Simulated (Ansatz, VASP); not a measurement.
# Two plane-wave programs on MgO

File INCAR:

```
SYSTEM = MgO
PREC = Accurate ; ENCUT = 520
EDIFF = 1E-6 ; ISMEAR = 0
SIGMA = 0.05 ; LREAL = .FALSE.
LASPH = .TRUE. ; NELM = 60
ALGO = Normal ; ISIF = 2
LWAVE = .FALSE. ; LCHARG = .TRUE.
GGA = PE ; LELF = .TRUE.
LVHAR = .TRUE. ; NBANDS = 11
```

Contents of KPOINTS:

```
Automatic mesh
0
G
  12 12 8
  0 0 0
```

File POSCAR:

```
MgO
1.0
    2.9377244759      0.0000000000      0.0000000000
   -1.4688622380      2.5441440255      0.0000000000
    0.0000000000      0.0000000000      2.6797873418
Mg O
1 1
Direct
    0.0231321473      0.0115660737      0.0173491105
    0.3333333333      0.6666666667      0.5000000000
```

Input for Ansatz:

```yaml
crystal:
  lattice:
    - [2.9377244759, 0.0, 0.0]
    - [-1.468862238, 2.5441440255, 0.0]
    - [0.0, 0.0, 2.6797873418]
  atoms:
    - { symbol: Mg, position: [0.0231321473, 0.0115660737, 0.0173491105] }
    - { symbol: O, position: [0.3333333333, 0.6666666667, 0.5] }
basis:
  ecutwfc: 420
kpoints:
  mp_grid: { grid: [12, 12, 8] }
hamiltonian:
  xc: pbe
scf:
  occupations: { method: gaussian, width: 0.05 }
output:
  forces: true
  stress: true
  eigenvalues: true
```

Change from the starting cell: all Mg atoms moved -0.075 Å, as atom 1 towards its neighbour atom 2 (O) at 2.161 Å.

Alike in both runs: task single point; functional PBE; k mesh 12 × 12 × 8; occupations gaussian, width 0.05 eV; no spin polarisation.

|  | VASP | Ansatz |
| --- | --- | --- |
| version | VASP 6.6.1 | Ansatz 0.2.0 |
| potentials or method | VASP PAW PBE potentials, release 64 (Mg, O), cutoff 520 eV | scalar-relativistic, plane waves, PAW |
| valence electrons in the cell | 8 | 16 |

```tsv
	VASP	Ansatz	Ansatz less VASP
gap on the k mesh at the Fermi level (eV)	3.00	3.02	+0.021
least direct gap on the mesh (eV)	3.40	3.42	+0.018
pressure (GPa)	-0.2	0.4	+0.62
traceless stress, the component that is largest in VASP (GPa)	0.39	0.38	-0.005
rms of the force components (eV/Å)	0.144	0.142	-0.0025
```

Atom by atom the forces differ by 0.003 eV/Å (rms over components). VASP's potentials hold 8 valence electrons a cell and Ansatz's 16, so a difference there can come from the potentials and not from the codes.
